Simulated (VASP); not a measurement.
The system is MgI2.

```
Mg I
1.0
    -0.06610    3.68962    3.68962
     3.68962   -0.06610    3.68962
     3.68962    3.68962   -0.06610
Mg I
1 2
Direct
  0.00000 0.00000 0.00000
  0.24937 0.24937 0.24937
  0.75063 0.75063 0.75063
```

This cell differs from its parent crystal: strain along [111] -2.6%.

Base run:

| Quantity | Value |
| --- | --- |
| Program | VASP 6.6.1 |
| Functional | r2SCAN |
| Potentials or basis | VASP PAW PBE potentials, release 64 (Mg, I) |
| Cutoff | 520 eV |
| k mesh | 6 × 6 × 6 |
| Occupations | gaussian, width 0.01 eV |
| Spin | no spin polarisation |

Its results: band gap on the k mesh 1.37 eV (least direct gap 1.45 eV); pressure 0.8 GPa; largest force 0.005 eV/Å.

**Question.** The run is repeated on the same cell with these changes: functional from r2SCAN to PBE; occupations from gaussian, width 0.01 eV to fermi-dirac, width 0.02 eV. What comes out?

**Answer.** Band gap on the k mesh 0.65 eV (least direct gap 1.01 eV); pressure 1.0 GPa; largest force 0.004 eV/Å.

Caveats: the structure was generated, so it needn't be the stable form of MgI2; spin-orbit coupling is left out, which moves the levels of the heavy elements; the PAW data sets were made with another functional, which shifts forces and pressure a little (at least some runs); semilocal functionals underestimate gaps, and a narrow one can read as zero (at least some runs).

A k mesh can miss the band edges.
